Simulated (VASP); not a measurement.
# AlGa2P3 (I-4m2) in VASP: a series of runs

AlGa2P3 is run at these levels: PBE; tasks: relaxation of shape and atoms at fixed volume.

Everything below comes from runs of VASP 6.6.1. Logs are shortened: lines on timing, memory, paths and dates and some standing lists are left out, and cuts for length are marked.

## (1) The cell of the first run

Symmetry: I-4m2, No. 119, tetragonal system. Conventional cell: a = 3.933 Å, b = 3.933 Å, c = 16.679 Å, α = 90.00°, β = 90.00°, γ = 90.00°. Within 3.2 Å of Al (site symmetry -4m2) lie 4 P at 2.40 Å. Within 3.2 Å of Ga (site symmetry 2mm) lie 4 P at 2.41 Å. P (site symmetry 2mm) has 2 Al at 2.40 Å and 2 Ga at 2.41 Å within 3.2 Å. P (site symmetry -4m2) has 4 Ga at 2.41 Å within 3.2 Å.

## (2) Relaxation of shape and atoms at fixed volume, PBE (21.50 Å³/atom)

File INCAR:

```
PREC = Accurate
ENCUT = 600
EDIFF = 1E-7
ISMEAR = 0
SIGMA = 0.02
LREAL = F
LASPH = T
NELM = 80
ALGO = Normal
ISIF = 4
LWAVE = F
LCHARG = F
GGA = PE
IBRION = 2
NSW = 50
EDIFFG = -0.01
```

File KPOINTS:

```
Automatic mesh
0
Gamma
  10 10 10
```

File POSCAR:

```
AlGa2P3
1.0
   -1.9666138820      1.9666138820      8.3394262947
    1.9666138820     -1.9666138820      8.3394262947
    1.9666138820      1.9666138820     -8.3394262947
Al Ga P
1 2 3
Direct
    0.5000000000      0.5000000000      0.0000000000
    0.8333252402      0.8333252402      0.0000000000
    0.1666747598      0.1666747598      0.0000000000
    0.4170358245      0.9170358245      0.5000000000
    0.0829641755      0.5829641755      0.5000000000
    0.7500000000      0.2500000000      0.5000000000
```

Potentials or basis: VASP PAW PBE potentials, release 64 (Al, Ga_d, P).

The run is started by

```
> cat potpaw_PBE.64/Al/POTCAR potpaw_PBE.64/Ga_d/POTCAR potpaw_PBE.64/P/POTCAR > POTCAR
> mpirun -np 1 vasp_std > vasp.out
```

OUTCAR:

```text
PREC = Accurate
   ENCUT = 600
   EDIFF = 1E-7
   ISMEAR = 0
   LREAL = F
   LASPH = T
   NELM = 80
   ISIF = 4
   GGA = PE
   IBRION = 2
   NSW = 50
   EDIFFG = -0.01

 ion  position               nearest neighbor table
   1  0.500  0.500  0.000-   5 2.40   4 2.40   5 2.40   4 2.40
   2  0.833  0.833  0.000-   6 2.41   6 2.41   4 2.41   4 2.41
   3  0.167  0.167  0.000-   6 2.41   6 2.41   5 2.41   5 2.41
   4  0.417  0.917  0.500-   1 2.40   1 2.40   2 2.41   2 2.41
   5  0.083  0.583  0.500-   1 2.40   1 2.40   3 2.41   3 2.41
   6  0.750  0.250  0.500-   2 2.41   3 2.41   2 2.41   3 2.41

  LATTYP: Found a body centered tetragonal cell.
 ALAT       =     3.9332277640
 C/A-ratio  =     4.2405000651

  Lattice vectors:

 A1 = (  -1.9666138820,   1.9666138820,   8.3394262947)
 A2 = (   1.9666138820,  -1.9666138820,   8.3394262947)
 A3 = (   1.9666138820,   1.9666138820,  -8.3394262947)

Analysis of symmetry for initial positions (statically):
=====================================================================
 Subroutine PRICEL returns:
 Original cell was already a primitive cell.

 Routine SETGRP: Setting up the symmetry group for a
 body centered tetragonal supercell.

 Subroutine GETGRP returns: Found  8 space group operations
 (whereof  8 operations were pure point group operations)
 out of a pool of 16 trial point group operations.

The static configuration has the point symmetry D_2d.

Analysis of symmetry for dynamics (positions and initial velocities):
=====================================================================
 Subroutine PRICEL returns:
 Original cell was already a primitive cell.

 Routine SETGRP: Setting up the symmetry group for a
 body centered tetragonal supercell.

 Subroutine GETGRP returns: Found  8 space group operations
 (whereof  8 operations were pure point group operations)
 out of a pool of 16 trial point group operations.

The dynamic configuration has the point symmetry D_2d.

 Subroutine INISYM returns: Found  8 space group operations
 (whereof  8 operations are pure point group operations),
 and found     1 'primitive' translations

----------------------------------------------------------------------------------------

                                     Primitive cell

  volume of cell :     129.0133

  direct lattice vectors                    reciprocal lattice vectors
    -1.966613882  1.966613882  8.339426295     0.000000000  0.254244112  0.059956163
     1.966613882 -1.966613882  8.339426295     0.254244112  0.000000000  0.059956163
     1.966613882  1.966613882 -8.339426295     0.254244112  0.254244112  0.000000000

  length of vectors
     8.790971007  8.790971007  8.790971007     0.261217936  0.261217936  0.359555471

  position of ions in fractional coordinates (direct lattice)
     0.500000000  0.500000000  0.000000000
     0.833325240  0.833325240  0.000000000
     0.166674760  0.166674760  0.000000000
     0.417035824  0.917035824  0.500000000
     0.082964176  0.582964176  0.500000000
     0.750000000  0.250000000  0.500000000

  ion indices of the primitive-cell ions
   primitive index   ion index
                 1           1
                 2           2
                 3           3
                 4           4
                 5           5
                 6           6
[... 75 lines left out ...]
   NSW    =     50    number of steps for IOM
   IBRION =      2    ionic relax: 0-MD 1-quasi-New 2-CG
   NFREE  =      1    steps in history (QN), initial steepest desc. (CG)
   ISIF   =      4    stress and relaxation
   ISYM   =      2    0-nonsym 1-usesym 2-fastsym
   POTIM  = 0.5000    time-step for ionic-motion
   TEBEG  =    0.0;   TEEND  =   0.0 temperature during run
   PSTRESS=    0.0 pullay stress
   NELECT =      44.0000    total number of electrons
   NUPDOWN=      -1.0000    fix difference up-down
   EMIN   =  10.00;   EMAX   =-10.00  energy-range for DOS
   EFERMI =   0.00;   METHOD = LEGACY
   ISMEAR =     0;   SIGMA  =   0.02  broadening in eV -4-tet -1-fermi 0-gaus
   EFERMI_NEDOS =   21; number of points for ismear=-14 and -15
   IALGO  =     38    algorithm
   IMIX   =      4    mixing-type and parameters
     AMIX     =   0.40;   BMIX     =  1.00
     AMIX_MAG =   1.60;   BMIX_MAG =  1.00
  volume/ion in A,a.u.               =      21.50       145.10
  Fermi-wavevector in a.u.,A,eV,Ry     =   1.143793  2.161456 17.800005  1.308263
  Thomas-Fermi vector in A             =   2.280487
   LORBIT       =      0    0 simple, 1 ext, 2 COOP (PROOUT), +10 PAW based schemes
   GGA     = PE    functional components
   LHFCALC =     F    Hartree Fock is set to
   AEXX    =    0.0000 exact exchange contribution
   IVDW    =     0    specifies the selected vdW correction
   LEPSILON=     F    determine dielectric tensor
   LRPA    =     F    only Hartree local field effects (RPA)
 conjugate gradient relaxation of ions
 non-spin polarized calculation
 Gauss-broadening in eV      SIGMA  =   0.02
  energy-cutoff  :      600.00
  volume of cell :      129.01
 maximum number of plane-waves:      4337
   NGX = 35   NGY = 35   NGZ = 35

--------------------------------------- Ionic step        1  -------------------------------------------

 number of electron      43.9999997 magnetization

 Free energy of the ion-electron system (eV)
  ---------------------------------------------------
  ext. energy  EPLUGINS =         0.00000000
  ---------------------------------------------------
  free energy    TOTEN  =       -28.59434888 eV

  energy without entropy =      -28.59434888  energy(sigma->0) =      -28.59434888

------------------------ aborting loop because EDIFF is reached ----------------------------------------

  FORCE on cell =-STRESS in cart. coord.  units (eV):
  Direction    XX          YY          ZZ          XY          YZ          ZX
  --------------------------------------------------------------------------------------
  -------------------------------------------------------------------------------------
  Total       -1.7740399     -1.7740399     -1.7872411      0.0000000     -0.0000000      0.0000000
  in kB      -22.0312738    -22.0312738    -22.1952155      0.0000000     -0.0000000      0.0000000
  external PRESSURE =     -22.0859210 kB  Pullay stress =       0.0000000 kB

 VOLUME and BASIS-vectors are now :
 -----------------------------------------------------------------------------
  energy-cutoff  :      600.00
  volume of cell :      129.01
      direct lattice vectors                 reciprocal lattice vectors
    -1.966613882  1.966613882  8.339426295     0.000000000  0.254244112  0.059956163
     1.966613882 -1.966613882  8.339426295     0.254244112  0.000000000  0.059956163
     1.966613882  1.966613882 -8.339426295     0.254244112  0.254244112  0.000000000

 POSITION                                       TOTAL-FORCE (eV/Angst)
 -----------------------------------------------------------------------------------
      0.00000      0.00000      8.33943         0.000000      0.000000      0.000000
      0.00000      0.00000     13.89891         0.000000      0.000000     -0.000735
      0.00000      0.00000      2.77994         0.000000      0.000000      0.000735
      1.96661      0.00000      6.95568        -0.000000     -0.000000      0.020042
      1.96661      0.00000      1.38375        -0.000000     -0.000000     -0.020042
     -0.00000      1.96661      4.16971         0.000000      0.000000      0.000000
 -----------------------------------------------------------------------------------
    total drift:                                0.000001     -0.000001     -0.000000

  FREE ENERGIE OF THE ION-ELECTRON SYSTEM (eV)
  ---------------------------------------------------
  free  energy   TOTEN  =       -28.5943488842 eV

  energy  without entropy=      -28.5943488842  energy(sigma->0) =      -28.59434888

--------------------------------------- Ionic step        2  -------------------------------------------

 number of electron      43.9999997 magnetization

 Free energy of the ion-electron system (eV)
  ---------------------------------------------------
  ext. energy  EPLUGINS =         0.00000000
  ---------------------------------------------------
  free energy    TOTEN  =       -28.59437676 eV

  energy without entropy =      -28.59437676  energy(sigma->0) =      -28.59437676

 E-fermi :   4.1474     XC(G=0):  -9.3726

 val. band max:        4.0634225090   @ k =   0.0000   0.0000   0.0000
 cond. band min:       5.7031862616   @ k =   0.0000   0.0000   0.0000
 fundamental gap:      1.6397637526
 Fermi energy:         4.1473696071

 k-point     1 :       0.0000    0.0000    0.0000
  band No.  band energies     occupation
      1     -10.3435      2.00000
      2     -10.2941      2.00000
      3     -10.2574      2.00000
      4     -10.2574      2.00000
      5     -10.2311      2.00000
      6     -10.2311      2.00000
[... 685 lines left out ...]
     25       7.7875      0.00000
     26       7.9648      0.00000

 [... further k-points ...]

------------------------ aborting loop because EDIFF is reached ----------------------------------------

  FORCE on cell =-STRESS in cart. coord.  units (eV):
  Direction    XX          YY          ZZ          XY          YZ          ZX
  --------------------------------------------------------------------------------------
  -------------------------------------------------------------------------------------
  Total       -1.7675948     -1.7675948     -1.7788171      0.0000000     -0.0000000      0.0000000
  in kB      -21.9512337    -21.9512337    -22.0906005      0.0000000     -0.0000000      0.0000000
  external PRESSURE =     -21.9976893 kB  Pullay stress =       0.0000000 kB

 VOLUME and BASIS-vectors are now :
 -----------------------------------------------------------------------------
  energy-cutoff  :      600.00
  volume of cell :      129.01
      direct lattice vectors                 reciprocal lattice vectors
    -1.966683466  1.966683466  8.338836188     0.000000000  0.254235117  0.059960406
     1.966683466 -1.966683466  8.338836188     0.254235117  0.000000000  0.059960406
     1.966683466  1.966683466 -8.338836188     0.254235117  0.254235117  0.000000000

 POSITION                                       TOTAL-FORCE (eV/Angst)
 -----------------------------------------------------------------------------------
      0.00000      0.00000      8.33884         0.000000      0.000000     -0.000000
      0.00000      0.00000     13.89789         0.000000      0.000000      0.005091
      0.00000      0.00000      2.77978        -0.000000     -0.000000     -0.005091
      1.96668      0.00000      6.95615        -0.000000     -0.000000      0.008082
      1.96668     -0.00000      1.38268        -0.000000     -0.000000     -0.008082
     -0.00000      1.96668      4.16942         0.000000      0.000000     -0.000000
 -----------------------------------------------------------------------------------
    total drift:                                0.000001     -0.000001     -0.000000

  FREE ENERGIE OF THE ION-ELECTRON SYSTEM (eV)
  ---------------------------------------------------
  free  energy   TOTEN  =       -28.5943767585 eV

  energy  without entropy=      -28.5943767585  energy(sigma->0) =      -28.59437676

 reached required accuracy - stopping structural energy minimisation
```

Run time: 38 min. Hardware: 1 thread of Oxide Virtual Turin-like, shared host; peak memory 0.96 GiB.

What came out:

```
Free energy                  : -28.5944 eV
Energy gained by relaxing    : 0.0 meV/atom
Ionic steps                  : 2
Pressure after relaxing      : -2.2 GPa
Largest force after relaxing : 0.008 eV/Å
Band gap on the k mesh       : 1.64 eV
```

Forces in eV/Å, atoms in the order of the input:
```
Al   0.000  0.000  0.000
Ga   0.000  0.000  0.005
Ga   0.000  0.000 -0.005
P    0.000  0.000  0.008
P    0.000  0.000 -0.008
P    0.000  0.000  0.000
```

Final structure:
```xyz
6
Lattice="-1.9667 1.9667 8.3388 1.9667 -1.9667 8.3388 1.9667 1.9667 -8.3388" Properties=species:S:1:pos:R:3 pbc="T T T"
Al    0.0000    0.0000    8.3388
Ga    0.0000    0.0000   13.8979
Ga    0.0000    0.0000    2.7798
P     1.9667    0.0000    6.9562
P     1.9667    0.0000    1.3827
P     0.0000    1.9667    4.1694
```

Levels at points of the mesh, in eV from the valence-band top:
| k point | band 19 | band 20 | band 21 | band 22 | band 23 | band 24 | band 25 | band 26 |
| --- | --- | --- | --- | --- | --- | --- | --- | --- |
| (0.00, 0.00, 0.00) | -1.86 | -0.02 | 0.00 | 0.00 | 1.64 | 1.85 | 2.29 | 2.98 |
| (0.50, 0.00, 0.00) | -1.04 | -0.96 | -0.93 | -0.91 | 1.78 | 2.94 | 3.29 | 4.68 |
| (0.50, 0.50, 0.00) | -2.85 | -2.81 | -2.31 | -2.31 | 1.73 | 1.99 | 3.30 | 3.60 |
| (0.50, 0.50, 0.50) | -0.93 | -0.93 | -0.75 | -0.75 | 1.73 | 2.02 | 2.83 | 3.17 |

A k mesh can miss the band edges.

(Part 1 of 2 ends here.)
